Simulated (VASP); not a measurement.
Wanted: the native input for a VASP 6.6.1 run.

- Task: relaxation of cell and atoms
- Functional: LDA
- Potentials or basis: VASP PAW LDA potentials, release 64 (Ti_sv, Al)
- Cutoff: 600 eV
- k mesh: 14 × 14 × 14
- Occupations: gaussian, width 0.1 eV
- Spin: no spin polarisation
- Dipole correction: no
- Further INCAR settings: ALGO = Fast; EDIFF = 1e-07; IBRION = 2; EDIFFG = -0.002; NSW = 100; ISIF = 3

The structure of TiAl3 lies in POSCAR:

```
TiAl3
1.0
   -1.9111067700      1.9111067700      4.2806687900
    1.9111067700     -1.9111067700      4.2806687900
    1.9111067700      1.9111067700     -4.2806687900
Ti Al
1 3
Direct
    0.0000000000      0.0000000000      0.0000000000
    0.5000000000      0.5000000000      0.0000000000
    0.7500000000      0.2500000000      0.5000000000
    0.2500000000      0.7500000000      0.5000000000
```

One way to write it, as run:

INCAR

```
SYSTEM = TiAl3
PREC = Accurate ; ENCUT = 600
EDIFF = 1E-7 ; ISMEAR = 0
SIGMA = 0.1 ; LREAL = .False.
LASPH = .True. ; NELM = 80
ALGO = Fast ; ISIF = 3
LWAVE = .False. ; LCHARG = .False.
IBRION = 2 ; NSW = 100
EDIFFG = -0.002
```

KPOINTS

```
Automatic mesh
0
Gamma
  14 14 14
  0 0 0
```

Potentials or basis: VASP PAW LDA potentials, release 64 (Ti_sv, Al).

Launch:

```console
$ cat potpaw_LDA.64/Ti_sv/POTCAR potpaw_LDA.64/Al/POTCAR > POTCAR
$ mpirun -np 1 vasp_std > vasp.out
```

It gave:

| Property | Result |
| --- | --- |
| Relaxed volume | 15.17 Å³/atom |
| Relaxed cell | a = 5.016 Å, b = 5.016 Å, c = 5.016 Å, α = 135.71°, β = 135.71°, γ = 64.42° |
| Space group after relaxing (to 0.1 Å) | I4/mmm (No. 139) |
| Energy gained by relaxing | 5.1 meV/atom |
| Ionic steps | 7 |
| Pressure after relaxing | 0.0 GPa |
| Band gap on the k mesh | zero (an odd number of electrons rules out a gap without spin polarisation) |

It took 35 min on 1 thread of Intel(R) Xeon(R) 6975P-C (Granite Rapids) (shared host), peak memory 0.45 GiB.
